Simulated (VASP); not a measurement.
# Au (P6_3/mmc) in VASP: further runs

Au is run at these levels: PBEsol; tasks: electric field gradients.

Program: VASP 6.6.1. These are calculated values, not measurements. Logs are shortened: lines on timing, memory, paths and dates and some standing lists are left out, and cuts for length are marked.

### Step 1. The cell of the first run

It takes space group P6_3/mmc (No. 194, hexagonal). The conventional cell has a = 2.919 Å, b = 2.919 Å, c = 4.912 Å, α = 90.00°, β = 90.00°, γ = 120.00°. Au (site symmetry -6m2) has 12 Au at 2.92 to 2.98 Å within 3.8 Å.

### Step 2. Electric field gradients, PBEsol (volume scaled by 1.02)

Contents of INCAR:

```
SYSTEM = Au
ALGO = Normal
EDIFF = 1E-8
ENCUT = 520
GGA = PS
ISIF = 2
ISMEAR = -1
LASPH = .True.
LCHARG = .False.
LEFG = .True.
LREAL = .False.
LWAVE = .False.
NBANDS = 18
NELM = 100
PREC = Accurate
SIGMA = 0.03
```

Contents of KPOINTS:

```
k-points
0
Gamma
  14 14 8
  0 0 0
```

Contents of POSCAR:

```
Au
1.0
    2.9192042576      0.0000000000      0.0000000000
   -1.4596021288      2.5281050460      0.0000000000
    0.0000000000      0.0000000000      4.9123188226
Au
2
Direct
    0.3333333333      0.6666666667      0.7500000000
    0.6666666667      0.3333333333      0.2500000000
```

Potentials or basis: VASP PAW PBE potentials, release 64 (Au).

Run with:

```sh
$ cat potpaw_PBE.64/Au/POTCAR > POTCAR
$ mpirun -np 1 vasp_std > vasp.out
```

OUTCAR:

```text
SYSTEM = Au
   EDIFF = 1E-8
   ENCUT = 520
   GGA = PS
   ISIF = 2
   ISMEAR = -1
   LASPH = .True.
   LREAL = .False.
   NELM = 100
   PREC = Accurate

 ion  position               nearest neighbor table
   1  0.333  0.667  0.750-   2 2.98   2 2.98   2 2.98   2 2.98   2 2.98   2 2.98
   2  0.667  0.333  0.250-   1 2.98   1 2.98   1 2.98   1 2.98   1 2.98   1 2.98

  LATTYP: Found a hexagonal cell.
 ALAT       =     2.9192042576
 C/A-ratio  =     1.6827595431

  Lattice vectors:

 A1 = (   2.9192042576,   0.0000000000,   0.0000000000)
 A2 = (  -1.4596021288,   2.5281050460,   0.0000000000)
 A3 = (   0.0000000000,   0.0000000000,   4.9123188226)

Analysis of symmetry for initial positions (statically):
=====================================================================
 Subroutine PRICEL returns:
 Original cell was already a primitive cell.

 Routine SETGRP: Setting up the symmetry group for a
 hexagonal supercell.

 Subroutine GETGRP returns: Found 24 space group operations
 (whereof 12 operations were pure point group operations)
 out of a pool of 24 trial point group operations.

The static configuration has the point symmetry D_3d.
 The point group associated with its full space group is D_6h.

Analysis of symmetry for dynamics (positions and initial velocities):
=====================================================================
 Subroutine PRICEL returns:
 Original cell was already a primitive cell.

 Routine SETGRP: Setting up the symmetry group for a
 hexagonal supercell.

 Subroutine GETGRP returns: Found 24 space group operations
 (whereof 12 operations were pure point group operations)
 out of a pool of 24 trial point group operations.

The dynamic configuration has the point symmetry D_3d.
 The point group associated with its full space group is D_6h.

 Subroutine INISYM returns: Found 24 space group operations
 (whereof 12 operations are pure point group operations),
 and found     1 'primitive' translations

----------------------------------------------------------------------------------------

                                     Primitive cell

  volume of cell :      36.2532

  direct lattice vectors                    reciprocal lattice vectors
     2.919204258  0.000000000  0.000000000     0.342559106  0.197776592  0.000000000
    -1.459602129  2.528105046  0.000000000     0.000000000  0.395553184  0.000000000
     0.000000000  0.000000000  4.912318823     0.000000000  0.000000000  0.203569849

  length of vectors
     2.919204258  2.919204258  4.912318823     0.395553184  0.395553184  0.203569849

  position of ions in fractional coordinates (direct lattice)
     0.333333333  0.666666667  0.750000000
     0.666666667  0.333333333  0.250000000

  ion indices of the primitive-cell ions
   primitive index   ion index
                 1           1
                 2           2

----------------------------------------------------------------------------------------

 KPOINTS: k-points

Automatic generation of k-mesh.
 Grid dimensions read from file:
 generate k-points for:   14   14    8

 Generating k-lattice:

  Cartesian coordinates                     Fractional coordinates (reciprocal lattice)
     0.024468508  0.014126899  0.000000000     0.071428571  0.000000000  0.000000000
     0.000000000  0.028253799  0.000000000     0.000000000  0.071428571  0.000000000
     0.000000000  0.000000000  0.025446231     0.000000000  0.000000000  0.125000000

  Length of vectors
     0.028253799  0.028253799  0.025446231

  Shift w.r.t. Gamma in fractional coordinates (k-lattice)
     0.000000000  0.000000000  0.000000000

 Subroutine IBZKPT returns following result:
 ===========================================

 Found    120 irreducible k-points:

 Following reciprocal coordinates:
            Coordinates               Weight
  0.000000  0.000000  0.000000      1.000000
  0.071429 -0.000000  0.000000      6.000000
  0.142857 -0.000000  0.000000      6.000000
  0.214286 -0.000000  0.000000      6.000000
  0.285714 -0.000000  0.000000      6.000000
  0.357143 -0.000000  0.000000      6.000000
[... 16 lines left out ...]
  0.285714  0.285714  0.000000      6.000000
  0.357143  0.285714  0.000000      6.000000
 [... further k-points ...]
   k-points           NKPTS =    120   k-points in BZ     NKDIM =    120   number of bands    NBANDS=     18
   number of dos      NEDOS =    301   number of ions     NIONS =      2
   total plane-waves  NPLWV =  23040
   dimension x,y,z NGX =    24 NGY =   24 NGZ =   40
   dimension x,y,z NGXF=    48 NGYF=   48 NGZF=   80
   ions per type =               2
   NGX,Y,Z   is equivalent  to a cutoff of  13.67, 13.67, 13.54 a.u.
   NGXF,Y,Z  is equivalent  to a cutoff of  27.34, 27.34, 27.07 a.u.
 SYSTEM =  Au
   PREC   = accura    normal or accurate (medium, high low for compatibility)
   ISTART =      0    job   : 0-new  1-cont  2-samecut
   ICHARG =      2    charge: 1-file 2-atom 10-const
   ISPIN  =      1    spin polarized calculation?
   LNONCOLLINEAR =      F non collinear calculations
   LSORBIT =      F    spin-orbit coupling
   LASPH  =      T    aspherical Exc in radial PAW
   ENCUT  =  520.0 eV  38.22 Ry    6.18 a.u.   5.43  5.43  9.13*2*pi/ulx,y,z
   NELM   =    100;   NELMIN=  2; NELMDL= -5     # of ELM steps
   EDIFF  = 0.1E-07   stopping-criterion for ELM
   LREAL  =      F    real-space projection
   EDIFFG = 0.1E-06   stopping-criterion for IOM
   NSW    =      0    number of steps for IOM
   IBRION =     -1    ionic relax: 0-MD 1-quasi-New 2-CG
   NFREE  =      0    steps in history (QN), initial steepest desc. (CG)
   ISIF   =      2    stress and relaxation
   ISYM   =      2    0-nonsym 1-usesym 2-fastsym
   POTIM  = 0.5000    time-step for ionic-motion
   TEBEG  =    0.0;   TEEND  =   0.0 temperature during run
   PSTRESS=    0.0 pullay stress
   NELECT =      22.0000    total number of electrons
   NUPDOWN=      -1.0000    fix difference up-down
   EMIN   =  10.00;   EMAX   =-10.00  energy-range for DOS
   EFERMI =   0.00;   METHOD = LEGACY
   ISMEAR =    -1;   SIGMA  =   0.03  broadening in eV -4-tet -1-fermi 0-gaus
   EFERMI_NEDOS =   21; number of points for ismear=-14 and -15
   IALGO  =     38    algorithm
   IMIX   =      4    mixing-type and parameters
     AMIX     =   0.40;   BMIX     =  1.00
     AMIX_MAG =   1.60;   BMIX_MAG =  1.00
  volume/ion in A,a.u.               =      18.13       122.32
  Fermi-wavevector in a.u.,A,eV,Ry     =   1.386012  2.619183 26.137192  1.921029
  Thomas-Fermi vector in A             =   2.510368
   LORBIT       =      0    0 simple, 1 ext, 2 COOP (PROOUT), +10 PAW based schemes
   GGA     = PS    functional components
   LHFCALC =     F    Hartree Fock is set to
   AEXX    =    0.0000 exact exchange contribution
   IVDW    =     0    specifies the selected vdW correction
   LEPSILON=     F    determine dielectric tensor
   LRPA    =     F    only Hartree local field effects (RPA)
 non-spin polarized calculation
  energy-cutoff  :      520.00
  volume of cell :       36.25
 maximum number of plane-waves:      1003
 NGX is ok and might be reduce to    24
   NGX = 11   NGY = 11   NGZ = 19

 number of electron      21.9999999 magnetization

 Free energy of the ion-electron system (eV)
  ---------------------------------------------------
  ext. energy  EPLUGINS =         0.00000000
  ---------------------------------------------------
  free energy    TOTEN  =        -7.75726726 eV

  energy without entropy =       -7.75335037  energy(sigma->0) =       -7.75530881

 E-fermi :   8.2541     XC(G=0): -12.5205

 val. band max:        8.2412307431   @ k =   0.4286   0.0714   0.2500
 cond. band min:       8.2712497235   @ k =   0.2857   0.2143   0.2500
 fundamental gap:      0.0300189804
 Fermi energy:         8.2541132402

 k-point     1 :       0.0000    0.0000    0.0000
  band No.  band energies     occupation
      1      -1.0023      2.00000
      2       1.4007      2.00000
      3       3.7508      2.00000
      4       4.0194      2.00000
      5       4.0194      2.00000
      6       4.2973      2.00000
[... 10 lines left out ...]
     17      26.1560      0.00000
     18      26.1560      0.00000

 k-point     2 :       0.0714   -0.0000    0.0000
  band No.  band energies     occupation
      1      -0.8485      2.00000
      2       1.5274      2.00000
      3       3.7039      2.00000
      4       4.0564      2.00000
      5       4.1187      2.00000
      6       4.2460      2.00000
[... 10 lines left out ...]
     17      25.3290      0.00000
     18      25.7983      0.00000
[... 442 lines left out ...]
 k-point    24 :       0.3571    0.2857    0.0000
  band No.  band energies     occupation
      1       2.5770      2.00000
      2       2.9667      2.00000
      3       3.0191      2.00000
      4       3.6218      2.00000
      5       3.8481      2.00000
      6       3.9679      2.00000
[... 10 lines left out ...]
     17      18.9115      0.00000
     18      19.1503      0.00000

 [... further k-points ...]
[... 5 lines left out ...]
  --------------------------------------------------------------------------------------
  -------------------------------------------------------------------------------------
  Total       -2.0349309     -2.0349309     -2.0485003      0.0000000      0.0000000      0.0000000
  in kB      -89.9319702    -89.9319702    -90.5316570      0.0000000      0.0000000      0.0000000
  external PRESSURE =     -90.1318658 kB  Pullay stress =       0.0000000 kB

 VOLUME and BASIS-vectors are now :
 -----------------------------------------------------------------------------
  energy-cutoff  :      520.00
  volume of cell :       36.25
      direct lattice vectors                 reciprocal lattice vectors
     2.919204258  0.000000000  0.000000000     0.342559106  0.197776592  0.000000000
    -1.459602129  2.528105046  0.000000000     0.000000000  0.395553184  0.000000000
     0.000000000  0.000000000  4.912318823     0.000000000  0.000000000  0.203569849

 POSITION                                       TOTAL-FORCE (eV/Angst)
 -----------------------------------------------------------------------------------
     -0.00000      1.68540      3.68424        -0.000000     -0.000000      0.000000
      1.45960      0.84270      1.22808         0.000000      0.000000      0.000000
 -----------------------------------------------------------------------------------
    total drift:                                0.000000     -0.000000      0.000000

  FREE ENERGIE OF THE ION-ELECTRON SYSTEM (eV)
  ---------------------------------------------------
  free  energy   TOTEN  =        -7.7572672577 eV

  energy  without entropy=       -7.7533503720  energy(sigma->0) =       -7.75530881

 Electric field gradients (V/A^2)
---------------------------------------------------------------------
 ion       V_xx      V_yy      V_zz      V_xy      V_xz      V_yz
---------------------------------------------------------------------
   1     -10.296   -10.296    20.592    -0.000     0.000    -0.000
   2     -10.296   -10.296    20.592    -0.000    -0.000     0.000
---------------------------------------------------------------------

 Electric field gradients after diagonalization (V/A^2)
 (convention: |V_zz| > |V_xx| > |V_yy|)
----------------------------------------------------------------------
 ion       V_xx      V_yy      V_zz     asymmetry (V_yy - V_xx)/ V_zz
----------------------------------------------------------------------
   1     -10.296   -10.296    20.592       0.000
   2     -10.296   -10.296    20.592       0.000
----------------------------------------------------------------------

           NMR quadrupolar parameters

 Cq : quadrupolar parameter    Cq=e*Q*V_zz/h
 eta: asymmetry parameters     (V_yy - V_xx)/ V_zz
 Q  : nuclear electric quadrupole moment in mb (millibarn)
----------------------------------------------------------------------
 ion       Cq(MHz)       eta       Q (mb)
----------------------------------------------------------------------
   1       0.050       0.000       1.000
   2       0.050       0.000       1.000
----------------------------------------------------------------------
```

Run time: 38 s. Hardware: 1 thread of AMD EPYC 9R45 (Zen 5), shared host; peak memory 0.17 GiB.

Results:

| Item | Value |
| --- | --- |
| Free energy | -7.7573 eV |
| Pressure | -9.0 GPa |
| Band gap on the k mesh | zero (band 11 reaches 11.94 eV, above the bottom of band 12 at 5.76 eV) |

Levels at points of the mesh, in eV from the Fermi level:
```csv
k point,band 9,band 10,band 11,band 12,band 13,band 14
"(0.00, 0.00, 0.00)",-3.31,-2.08,-2.08,-0.91,2.37,14.61
"(0.50, 0.00, 0.00)",-1.79,-1.63,0.37,1.45,5.55,6.89
"(0.00, 0.00, 0.50)",-2.50,-2.50,-2.50,-2.50,10.16,10.16
"(0.50, 0.00, 0.50)",-1.70,-1.70,0.56,0.56,3.66,3.66
```

Electric field gradients, principal values (V/Å²):
| atom | least | middle | greatest (by size) |
| --- | --- | --- | --- |
| 1 Au | -10.296 | -10.296 | 20.592 |
| 2 Au | -10.296 | -10.296 | 20.592 |

Caveat: without QUAD_EFG the Cq values of the log hold for a quadrupole moment of 1 mb, not for the nuclei; the PAW data sets were made with another functional, which shifts forces and pressure a little; spin-orbit coupling is left out, which moves the levels of the heavy elements.

### Step 3. Electric field gradients, PBEsol (volume scaled by 0.9405)

Contents of INCAR:

```
SYSTEM = Au
PREC     = Accurate       ! precision mode
ENCUT    = 400            ! plane-wave cutoff, eV
EDIFF    = 1E-8           ! SCF threshold, eV
ISMEAR   = -1             ! smearing method
SIGMA    = 0.03           ! smearing width, eV
LREAL    = .False.        ! projectors in reciprocal space
LASPH    = .True.         ! aspherical terms in the spheres
NELM     = 120            ! most SCF steps
ALGO     = Normal         ! electronic algorithm
ISIF     = 2              ! what is computed and relaxed
LWAVE    = .False.        ! write WAVECAR
LCHARG   = .False.        ! write CHGCAR
GGA      = PS             ! functional
LEFG     = .True.       
NBANDS   = 26             ! bands
GGA_COMPAT= .False.
```

Contents of KPOINTS:

```
regular mesh
0
Gamma
  14 14 8
  0 0 0
```

Contents of POSCAR:

```
Au
1.0
    2.8413017565      0.0000000000      0.0000000000
   -1.4206508782      2.4606395010      0.0000000000
    0.0000000000      0.0000000000      4.7812276454
Au
2
Direct
    0.3333333333      0.6666666667      0.7500000000
    0.6666666667      0.3333333333      0.2500000000
```

Potentials or basis: VASP PAW PBE potentials, release 64 (Au_sv_GW).

Run with:

```sh
$ cat potpaw_PBE.64/Au_sv_GW/POTCAR > POTCAR
$ mpirun -np 1 vasp_std > vasp.out
```

OUTCAR:

```text
SYSTEM = Au
   PREC = Accurate
   ENCUT = 400
   EDIFF = 1E-8
   ISMEAR = -1
   LREAL = .False.
   LASPH = .True.
   NELM = 120
   ISIF = 2
   GGA = PS

 ion  position               nearest neighbor table
   1  0.333  0.667  0.750-   2 2.90   2 2.90   2 2.90   2 2.90   2 2.90   2 2.90
   2  0.667  0.333  0.250-   1 2.90   1 2.90   1 2.90   1 2.90   1 2.90   1 2.90

  LATTYP: Found a hexagonal cell.
 ALAT       =     2.8413017565
 C/A-ratio  =     1.6827595430

  Lattice vectors:

 A1 = (   2.8413017565,   0.0000000000,   0.0000000000)
 A2 = (  -1.4206508782,   2.4606395010,   0.0000000000)
[... 911 lines left out ...]
  free  energy   TOTEN  =        -6.5813711369 eV

  energy  without entropy=       -6.5776965026  energy(sigma->0) =       -6.57953382

 Electric field gradients (V/A^2)
---------------------------------------------------------------------
 ion       V_xx      V_yy      V_zz      V_xy      V_xz      V_yz
---------------------------------------------------------------------
   1     -11.512   -11.508    23.021     0.004     0.000    -0.000
   2     -11.512   -11.508    23.021     0.004    -0.000     0.000
---------------------------------------------------------------------

 Electric field gradients after diagonalization (V/A^2)
 (convention: |V_zz| > |V_xx| > |V_yy|)
----------------------------------------------------------------------
 ion       V_xx      V_yy      V_zz     asymmetry (V_yy - V_xx)/ V_zz
----------------------------------------------------------------------
   1     -11.515   -11.506    23.021       0.000
   2     -11.515   -11.506    23.021       0.000
----------------------------------------------------------------------

           NMR quadrupolar parameters

 Cq : quadrupolar parameter    Cq=e*Q*V_zz/h
 eta: asymmetry parameters     (V_yy - V_xx)/ V_zz
 Q  : nuclear electric quadrupole moment in mb (millibarn)
----------------------------------------------------------------------
 ion       Cq(MHz)       eta       Q (mb)
----------------------------------------------------------------------
   1       0.056       0.000       1.000
   2       0.056       0.000       1.000
----------------------------------------------------------------------
```

stdout:

```text
POSCAR found type information on POSCAR Au
 POSCAR found :  1 types and       2 ions
 scaLAPACK will be used
 -----------------------------------------------------------------------------
|                                                                             |
|                                                                             |
|     You enforced a specific xc type in the INCAR file but a different       |
|     I HOPE YOU KNOW WHAT YOU ARE DOING!                                     |
|                                                                             |
 -----------------------------------------------------------------------------

 LDA part: xc-table for (Slater+PW92), standard interpolation
 POSCAR, INCAR and KPOINTS ok, starting setup
 FFT: planning ... GRIDC
 FFT: planning ... GRID_SOFT
 FFT: planning ... GRID
 WAVECAR not read
 entering main loop
ion   1

ion   2
```

Wall time 2 min (1 thread of AMD EPYC 7R43 (Zen 3), shared host); peak memory 0.14 GiB.

Results:

- Free energy: -6.5814 eV
- Pressure: -0.7 GPa
- Band gap on the k mesh: zero (band 19 reaches 12.92 eV, above the bottom of band 20 at 6.24 eV)

Electric field gradients, principal values (V/Å²):
| atom | least | middle | greatest (by size) |
| --- | --- | --- | --- |
| 1 Au | -11.506 | -11.515 | 23.021 |
| 2 Au | -11.506 | -11.515 | 23.021 |

Caveat: without QUAD_EFG the Cq values of the log hold for a quadrupole moment of 1 mb, not for the nuclei; the PAW data sets were made with another functional, which shifts forces and pressure a little; spin-orbit coupling is left out, which moves the levels of the heavy elements.

(Continued in part 2 of 2.)
